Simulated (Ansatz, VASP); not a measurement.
**PbSe in VASP and in Ansatz**

The input INCAR:

```
SYSTEM = PbSe
PREC = Accurate
ENCUT = 520
EDIFF = 1E-6
ISMEAR = 0
SIGMA = 0.01
LREAL = .False.
LASPH = .True.
NELM = 100
ALGO = Normal
ISIF = 2
LWAVE = .False.
LCHARG = .False.
GGA = PE
NBANDS = 28
```

File KPOINTS:

```
regular mesh
0
Gamma
  6 6 4
  0 0 0
```

POSCAR

```
PbSe
1.0
    5.1004135875      0.0000000000      0.0000000000
   -2.5502067937      4.4170877366      0.0000000000
    0.0000000000      0.0000000000      6.1332879893
Pb Se
2 2
Direct
    0.3333333333      0.6666666667      0.2500000000
    0.6666666667      0.3333333333      0.7500000000
    0.6666666667      0.3333333333      0.2500000000
    0.3333333333      0.6666666667      0.7500000000
```

Input for Ansatz:

```yaml
crystal:
  lattice:
    - [5.1004135875, 0.0, 0.0]
    - [-2.5502067937, 4.4170877366, 0.0]
    - [0.0, 0.0, 6.1332879893]
  atoms:
    - { symbol: Pb, position: [0.3333333333, 0.6666666667, 0.25] }
    - { symbol: Pb, position: [0.6666666667, 0.3333333333, 0.75] }
    - { symbol: Se, position: [0.6666666667, 0.3333333333, 0.25] }
    - { symbol: Se, position: [0.3333333333, 0.6666666667, 0.75] }
kpoints:
  mp_grid: { grid: [6, 6, 4] }
hamiltonian:
  xc: pbe
scf:
  occupations: { method: fixed }
  n_extra_bands: 5
output:
  forces: true
  stress: true
  eigenvalues: true
```

Alike in both runs: task single point; functional PBE; k mesh 6 × 6 × 4; no spin polarisation.

|  | VASP | Ansatz |
| --- | --- | --- |
| version | VASP 6.6.1 | Ansatz 0.2.0 |
| potentials or method | VASP PAW PBE potentials, release 64 (Pb_d, Se) | plane waves, PAW |
| plane-wave cutoff (eV) | 520 | 420 |
| occupations | gaussian, width 0.01 eV | fixed |
| valence electrons in the cell | 40 | 60 |

|  | VASP | Ansatz | Ansatz less VASP |
| --- | --- | --- | --- |
| gap on the k mesh at the Fermi level (eV) | 1.10 | 1.09 | -0.003 |
| pressure (GPa) | 2.6 | 2.6 | +0.01 |
| traceless stress, the component that is largest in VASP (GPa) | 0.10 | 0.10 | +0.003 |

VASP's potentials hold 40 valence electrons a cell and Ansatz's 60, so a difference there can come from the potentials and not from the codes.

Spin-orbit coupling is off throughout.
